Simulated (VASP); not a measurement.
# PbS (Galena) (Fm-3m) in VASP: settings compared

PbS (Galena) is run at these levels: PBE, RPBE; tasks: single point.

All numbers are computed with VASP 6.6.1; they aren't measurements. Logs are shortened: lines on timing, memory, paths and dates and some standing lists are left out, and cuts for length are marked.

### Step 1. The cell of the first run

The structure is cubic, space group Fm-3m (No. 225). The conventional cell has a = 5.931 Å, b = 5.931 Å, c = 5.931 Å, α = 90.00°, β = 90.00°, γ = 90.00°. Pb (site symmetry m-3m) has 6 S at 2.97 Å within 3.9 Å. S (site symmetry m-3m) has 6 Pb at 2.97 Å within 3.9 Å.

### Step 2. Single point, PBE

Input file INCAR:

```
SYSTEM = PbS
PREC     = Accurate       ! precision mode
ENCUT    = 520            ! plane-wave cutoff, eV
EDIFF    = 1E-6           ! SCF threshold, eV
ISMEAR   = -1             ! smearing method
SIGMA    = 0.06           ! smearing width, eV
LREAL    = .FALSE.        ! projectors in reciprocal space
LASPH    = .TRUE.         ! aspherical terms in the spheres
NELM     = 80             ! most SCF steps
ALGO     = Normal         ! electronic algorithm
ISIF     = 2              ! what is computed and relaxed
LWAVE    = .FALSE.        ! write WAVECAR
LCHARG   = .FALSE.        ! write CHGCAR
GGA      = PE             ! functional
NBANDS   = 17             ! bands
```

Input file KPOINTS:

```
regular mesh
0
G
  6 6 6
  0 0 0
```

Input file POSCAR:

```
PbS
1.0
    0.0000000000      2.9657500000      2.9657500000
    2.9657500000      0.0000000000      2.9657500000
    2.9657500000      2.9657500000      0.0000000000
Pb S
1 1
Direct
    0.0000000000      0.0000000000      0.0000000000
    0.5000000000      0.5000000000      0.5000000000
```

Potentials or basis: VASP PAW PBE potentials, release 64 (Pb_d, S).

The run is started by

```console
$ cat potpaw_PBE.64/Pb_d/POTCAR potpaw_PBE.64/S/POTCAR > POTCAR
$ mpirun -np 1 vasp_std > vasp.out
```

OUTCAR:

```text
SYSTEM = PbS
   PREC = Accurate
   ENCUT = 520
   EDIFF = 1E-6
   ISMEAR = -1
   LREAL = .FALSE.
   LASPH = .TRUE.
   NELM = 80
   ISIF = 2
   GGA = PE

 ion  position               nearest neighbor table
   1  0.000  0.000  0.000-   2 2.97   2 2.97   2 2.97   2 2.97   2 2.97   2 2.97
   2  0.500  0.500  0.500-   1 2.97   1 2.97   1 2.97   1 2.97   1 2.97   1 2.97

  LATTYP: Found a face centered cubic cell.
 ALAT       =     5.9315000000

  Lattice vectors:

 A1 = (   0.0000000000,   2.9657500000,   2.9657500000)
 A2 = (   2.9657500000,   0.0000000000,   2.9657500000)
 A3 = (   2.9657500000,   2.9657500000,   0.0000000000)

Analysis of symmetry for initial positions (statically):
=====================================================================
 Subroutine PRICEL returns:
 Original cell was already a primitive cell.

 Routine SETGRP: Setting up the symmetry group for a
 face centered cubic supercell.

 Subroutine GETGRP returns: Found 48 space group operations
[... 9 lines left out ...]

 Routine SETGRP: Setting up the symmetry group for a
 face centered cubic supercell.

 Subroutine GETGRP returns: Found 48 space group operations
[... 11 lines left out ...]
                                     Primitive cell

  volume of cell :      52.1715

  direct lattice vectors                    reciprocal lattice vectors
     0.000000000  2.965750000  2.965750000    -0.168591419  0.168591419  0.168591419
     2.965750000  0.000000000  2.965750000     0.168591419 -0.168591419  0.168591419
     2.965750000  2.965750000  0.000000000     0.168591419  0.168591419 -0.168591419

  length of vectors
     4.194203873  4.194203873  4.194203873     0.292008903  0.292008903  0.292008903

  position of ions in fractional coordinates (direct lattice)
     0.000000000  0.000000000  0.000000000
     0.500000000  0.500000000  0.500000000

  ion indices of the primitive-cell ions
   primitive index   ion index
                 1           1
                 2           2

----------------------------------------------------------------------------------------

 KPOINTS: regular mesh

Automatic generation of k-mesh.
 Grid dimensions read from file:
 generate k-points for:    6    6    6

 Generating k-lattice:

  Cartesian coordinates                     Fractional coordinates (reciprocal lattice)
    -0.028098570  0.028098570  0.028098570     0.166666667  0.000000000  0.000000000
     0.028098570 -0.028098570  0.028098570     0.000000000  0.166666667  0.000000000
     0.028098570  0.028098570 -0.028098570     0.000000000  0.000000000  0.166666667

  Length of vectors
     0.048668150  0.048668150  0.048668150

  Shift w.r.t. Gamma in fractional coordinates (k-lattice)
     0.000000000  0.000000000  0.000000000

 Subroutine IBZKPT returns following result:
 ===========================================

 Found     16 irreducible k-points:

 Following reciprocal coordinates:
            Coordinates               Weight
  0.000000  0.000000  0.000000      1.000000
  0.166667  0.000000  0.000000      8.000000
  0.333333  0.000000  0.000000      8.000000
  0.500000  0.000000  0.000000      4.000000
  0.166667  0.166667  0.000000      6.000000
  0.333333  0.166667  0.000000     24.000000
[... 8 lines left out ...]
 -0.333333  0.333333  0.166667     24.000000
 -0.333333  0.500000  0.166667     12.000000
   k-points           NKPTS =     16   k-points in BZ     NKDIM =     16   number of bands    NBANDS=     17
   number of dos      NEDOS =    301   number of ions     NIONS =      2
   total plane-waves  NPLWV =  32768
   dimension x,y,z NGX =    32 NGY =   32 NGZ =   32
   dimension x,y,z NGXF=    64 NGYF=   64 NGZF=   64
   ions per type =               1   1
   NGX,Y,Z   is equivalent  to a cutoff of  12.68, 12.68, 12.68 a.u.
   NGXF,Y,Z  is equivalent  to a cutoff of  25.37, 25.37, 25.37 a.u.
 SYSTEM =  PbS
   PREC   = accura    normal or accurate (medium, high low for compatibility)
   ISTART =      0    job   : 0-new  1-cont  2-samecut
   ICHARG =      2    charge: 1-file 2-atom 10-const
   ISPIN  =      1    spin polarized calculation?
   LNONCOLLINEAR =      F non collinear calculations
   LSORBIT =      F    spin-orbit coupling
   LASPH  =      T    aspherical Exc in radial PAW
   ENCUT  =  520.0 eV  38.22 Ry    6.18 a.u.   7.80  7.80  7.80*2*pi/ulx,y,z
   NELM   =     80;   NELMIN=  2; NELMDL= -5     # of ELM steps
   EDIFF  = 0.1E-05   stopping-criterion for ELM
   LREAL  =      F    real-space projection
   EDIFFG = 0.1E-04   stopping-criterion for IOM
   NSW    =      0    number of steps for IOM
   IBRION =     -1    ionic relax: 0-MD 1-quasi-New 2-CG
   NFREE  =      0    steps in history (QN), initial steepest desc. (CG)
   ISIF   =      2    stress and relaxation
   ISYM   =      2    0-nonsym 1-usesym 2-fastsym
   POTIM  = 0.5000    time-step for ionic-motion
   TEBEG  =    0.0;   TEEND  =   0.0 temperature during run
   PSTRESS=    0.0 pullay stress
   NELECT =      20.0000    total number of electrons
   NUPDOWN=      -1.0000    fix difference up-down
   EMIN   =  10.00;   EMAX   =-10.00  energy-range for DOS
   EFERMI =   0.00;   METHOD = LEGACY
   ISMEAR =    -1;   SIGMA  =   0.06  broadening in eV -4-tet -1-fermi 0-gaus
   EFERMI_NEDOS =   21; number of points for ismear=-14 and -15
   IALGO  =     38    algorithm
   IMIX   =      4    mixing-type and parameters
     AMIX     =   0.40;   BMIX     =  1.00
     AMIX_MAG =   1.60;   BMIX_MAG =  1.00
  volume/ion in A,a.u.               =      26.09       176.04
  Fermi-wavevector in a.u.,A,eV,Ry     =   1.189251  2.247359 19.242973  1.414319
  Thomas-Fermi vector in A             =   2.325363
   LORBIT       =      0    0 simple, 1 ext, 2 COOP (PROOUT), +10 PAW based schemes
   GGA     = PE    functional components
[... 5 lines left out ...]
 non-spin polarized calculation
  energy-cutoff  :      520.00
  volume of cell :       52.17
 maximum number of plane-waves:      1420
   NGX = 15   NGY = 15   NGZ = 15

 number of electron      19.9999998 magnetization

 Free energy of the ion-electron system (eV)
  ---------------------------------------------------
  ext. energy  EPLUGINS =         0.00000000
  ---------------------------------------------------
  free energy    TOTEN  =        -8.75777103 eV

  energy without entropy =       -8.75695094  energy(sigma->0) =       -8.75736099

 E-fermi :   6.0029     XC(G=0):  -9.6836

 val. band max:        5.8200221376   @ k =   0.5000   0.0000   0.0000
 cond. band min:       6.1857437452   @ k =   0.5000   0.0000   0.0000
 fundamental gap:      0.3657216076
 Fermi energy:         6.0028850651

 k-point     1 :       0.0000    0.0000    0.0000
  band No.  band energies     occupation
      1     -11.0012      2.00000
      2     -11.0012      2.00000
      3     -11.0012      2.00000
      4     -10.9849      2.00000
      5     -10.9849      2.00000
      6      -7.7782      2.00000
[... 9 lines left out ...]
     16      12.5517      0.00000
     17      14.4782      0.00000

 k-point     2 :       0.1667    0.0000    0.0000
  band No.  band energies     occupation
      1     -11.0000      2.00000
      2     -10.9989      2.00000
      3     -10.9989      2.00000
      4     -10.9835      2.00000
      5     -10.9835      2.00000
      6      -7.5449      2.00000
[... 9 lines left out ...]
     16      13.1578      0.00000
     17      16.3553      0.00000

 k-point     3 :       0.3333    0.0000    0.0000
  band No.  band energies     occupation
      1     -11.0115      2.00000
      2     -11.0115      2.00000
      3     -10.9985      2.00000
      4     -10.9633      2.00000
      5     -10.9633      2.00000
      6      -6.9532      2.00000
[... 9 lines left out ...]
     16      14.5611      0.00000
     17      18.0780      0.00000

 k-point     4 :       0.5000    0.0000    0.0000
  band No.  band energies     occupation
      1     -11.0187      2.00000
      2     -11.0187      2.00000
      3     -10.9981      2.00000
      4     -10.9522      2.00000
      5     -10.9522      2.00000
      6      -6.5380      2.00000
[... 9 lines left out ...]
     16      15.9431      0.00000
     17      16.3680      0.00000

 k-point     5 :       0.1667    0.1667    0.0000
  band No.  band energies     occupation
      1     -11.0085      2.00000
      2     -11.0076      2.00000
      3     -10.9866      2.00000
      4     -10.9866      2.00000
      5     -10.9784      2.00000
      6      -7.4607      2.00000
[... 9 lines left out ...]
     16      14.3565      0.00000
     17      15.2625      0.00000

 k-point     6 :       0.3333    0.1667    0.0000
  band No.  band energies     occupation
      1     -11.0347      2.00000
      2     -11.0058      2.00000
      3     -10.9905      2.00000
      4     -10.9732      2.00000
      5     -10.9599      2.00000
      6      -6.9728      2.00000
[... 9 lines left out ...]
     16      15.4576      0.00000
     17      17.2686      0.00000
[... 121 lines left out ...]
 k-point    13 :       0.5000    0.5000    0.0000
  band No.  band energies     occupation
      1     -11.1398      2.00000
      2     -11.0266      2.00000
      3     -10.9590      2.00000
      4     -10.9402      2.00000
      5     -10.9402      2.00000
      6      -6.1064      2.00000
[... 9 lines left out ...]
     16      18.0829      0.00000
     17      18.0851      0.00000

 k-point    14 :       0.5000    0.3333    0.1667
  band No.  band energies     occupation
      1     -11.0639      2.00000
      2     -11.0021      2.00000
      3     -10.9901      2.00000
      4     -10.9603      2.00000
      5     -10.9567      2.00000
      6      -6.4880      2.00000
[... 9 lines left out ...]
     16      16.4479      0.00000
     17      16.7784      0.00000

 k-point    15 :      -0.3333    0.3333    0.1667
  band No.  band energies     occupation
      1     -11.0747      2.00000
      2     -10.9955      2.00000
      3     -10.9806      2.00000
      4     -10.9790      2.00000
      5     -10.9474      2.00000
      6      -6.1922      2.00000
[... 9 lines left out ...]
     16      17.2188      0.00000
     17      17.6057      0.00000

 k-point    16 :      -0.3333    0.5000    0.1667
  band No.  band energies     occupation
      1     -11.1081      2.00000
      2     -11.0060      2.00000
      3     -10.9758      2.00000
      4     -10.9628      2.00000
      5     -10.9402      2.00000
      6      -6.0775      2.00000
[... 9 lines left out ...]
     16      17.6640      0.00000
     17      18.0745      0.00000

------------------------ aborting loop because EDIFF is reached ----------------------------------------

  FORCE on cell =-STRESS in cart. coord.  units (eV):
  Direction    XX          YY          ZZ          XY          YZ          ZX
  --------------------------------------------------------------------------------------
  -------------------------------------------------------------------------------------
  Total        0.6850989      0.6850989      0.6850989      0.0000000      0.0000000      0.0000000
  in kB       21.0392491     21.0392491     21.0392491      0.0000000      0.0000000      0.0000000
  external PRESSURE =      21.0392491 kB  Pullay stress =       0.0000000 kB

 VOLUME and BASIS-vectors are now :
 -----------------------------------------------------------------------------
  energy-cutoff  :      520.00
  volume of cell :       52.17
      direct lattice vectors                 reciprocal lattice vectors
     0.000000000  2.965750000  2.965750000    -0.168591419  0.168591419  0.168591419
     2.965750000  0.000000000  2.965750000     0.168591419 -0.168591419  0.168591419
     2.965750000  2.965750000  0.000000000     0.168591419  0.168591419 -0.168591419

 POSITION                                       TOTAL-FORCE (eV/Angst)
 -----------------------------------------------------------------------------------
      0.00000      0.00000      0.00000        -0.000000      0.000000      0.000000
      2.96575      2.96575      2.96575         0.000000     -0.000000     -0.000000
 -----------------------------------------------------------------------------------
    total drift:                                0.000000     -0.000000     -0.000000

  FREE ENERGIE OF THE ION-ELECTRON SYSTEM (eV)
  ---------------------------------------------------
  free  energy   TOTEN  =        -8.7577710274 eV

  energy  without entropy=       -8.7569509438  energy(sigma->0) =       -8.75736099
```

Wall time 16 s (1 thread of Intel Xeon 8259CL, shared host); peak memory 0.18 GiB.

Results:

| Quantity | Value |
| --- | --- |
| Free energy | -8.7578 eV |
| Pressure | 2.1 GPa |
| Band gap on the k mesh | 0.37 eV, direct |

Levels at points of the mesh, in eV from the valence-band top:
```
           k point  band 6  band 7  band 8  band 9  band 10  band 11  band 12  band 13  band 14  band 15
(0.00, 0.00, 0.00)  -13.60   -6.04   -2.17   -2.17    -2.17     5.22     5.22     5.22     6.73     6.73
(0.50, 0.00, 0.00)  -12.36   -8.85   -1.78   -1.78     0.00     0.37     1.97     1.97     8.66    10.12
(0.50, 0.50, 0.00)  -11.93   -7.20   -5.20   -3.44    -3.44     3.86     5.58     5.69     5.69    11.17
```

Caveat: spin-orbit coupling is left out, which moves the levels of the heavy elements. A k mesh can miss the band edges.

### Step 3. Single point, RPBE

Input file INCAR:

```
SYSTEM = PbS
PREC     = Accurate       ! precision mode
ENCUT    = 520            ! plane-wave cutoff, eV
EDIFF    = 1E-6           ! SCF threshold, eV
ISMEAR   = -1             ! smearing method
SIGMA    = 0.05           ! smearing width, eV
LREAL    = .False.        ! projectors in reciprocal space
LASPH    = .True.         ! aspherical terms in the spheres
NELM     = 100            ! most SCF steps
ALGO     = Normal         ! electronic algorithm
ISIF     = 2              ! what is computed and relaxed
LWAVE    = .False.        ! write WAVECAR
LCHARG   = .False.        ! write CHGCAR
GGA      = RP             ! functional
NBANDS   = 17             ! bands
```

Input file KPOINTS:

```
regular mesh
0
Gamma
  8 8 8
  0 0 0
```

POSCAR is that of step 2.

Potentials or basis: VASP PAW PBE potentials, release 64 (Pb_d, S).

The run is started by

```console
$ cat potpaw_PBE.64/Pb_d/POTCAR potpaw_PBE.64/S/POTCAR > POTCAR
$ mpirun -np 1 vasp_std > vasp.out
```

Wall time 32 s (1 thread of Intel Xeon 8259CL, shared host); peak memory 0.18 GiB.

Results (log left out):

- Free energy: -8.0601 eV
- Pressure: 4.1 GPa
- Band gap on the k mesh: 0.46 eV, direct

Levels at points of the mesh, in eV from the valence-band top:
```
           k point  band 6  band 7  band 8  band 9  band 10  band 11  band 12  band 13  band 14  band 15
(0.00, 0.00, 0.00)  -13.59   -6.00   -2.19   -2.19    -2.19     5.27     5.27     5.27     6.77     6.77
(0.50, 0.00, 0.00)  -12.36   -8.82   -1.80   -1.80     0.00     0.46     2.01     2.01     8.81    10.11
(0.50, 0.50, 0.00)  -11.94   -7.17   -5.17   -3.44    -3.44     3.96     5.64     5.74     5.74    11.13
```

Caveat: the PAW data sets were made with another functional, which shifts forces and pressure a little; spin-orbit coupling is left out, which moves the levels of the heavy elements. A k mesh can miss the band edges.
